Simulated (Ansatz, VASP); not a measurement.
Sc in VASP and in Ansatz

File INCAR:

```
SYSTEM = Sc
PREC = Accurate
ENCUT = 520
EDIFF = 1E-7
ISMEAR = -1
SIGMA = 0.08
LREAL = .FALSE.
LASPH = .TRUE.
NELM = 100
ALGO = Normal
ISIF = 2
LWAVE = .FALSE.
LCHARG = .FALSE.
GGA = PE
NBANDS = 12
```

The input KPOINTS:

```
regular mesh
0
G
  16 16 16
  0 0 0
```

File POSCAR:

```
Sc
1.0
    0.0000000000      1.9285494752      1.9285494752
    1.9285494752      0.0000000000      1.9285494752
    1.9285494752      1.9285494752      0.0000000000
Sc
1
Direct
    0.0000000000      0.0000000000      0.0000000000
```

Input for Ansatz:

```yaml
crystal:
  lattice:
    - [0.0, 1.9285494752, 1.9285494752]
    - [1.9285494752, 0.0, 1.9285494752]
    - [1.9285494752, 1.9285494752, 0.0]
  atoms:
    - { symbol: Sc, position: [0.0, 0.0, 0.0] }
kpoints:
  mp_grid: { grid: [16, 16, 16] }
scf:
  occupations: { method: fermi_dirac, width: 0.08 }
hamiltonian:
  xc: pbe
  pseudopotentials: { kind: all_electron, lapw: { basis_error: 0.001 } }
output:
  forces: true
  stress: true
  eigenvalues: true
  populations: true
```

Change from the starting cell: volume scaled by 0.58, LAPW.

Alike in both runs: task single point; functional PBE; k mesh 16 × 16 × 16; occupations fermi-dirac, width 0.08 eV; no spin polarisation.

|  | VASP | Ansatz |
| --- | --- | --- |
| version | VASP 6.6.1 | Ansatz 0.2.0 |
| potentials or method | VASP PAW PBE potentials, release 64 (Sc_sv), cutoff 520 eV | all-electron LAPW, scalar-relativistic |

Ansatz gave:

- pressure (GPa): 62.9

Question: Which values does VASP return?

Answer: Pressure (GPa): 63.5.

Both programs put the cell under a high pressure, so it lies far from rest at this level. Ansatz ran all-electron here, and VASP with PAW potentials.

Noted on VASP's run: the cell as given lies far from equilibrium.
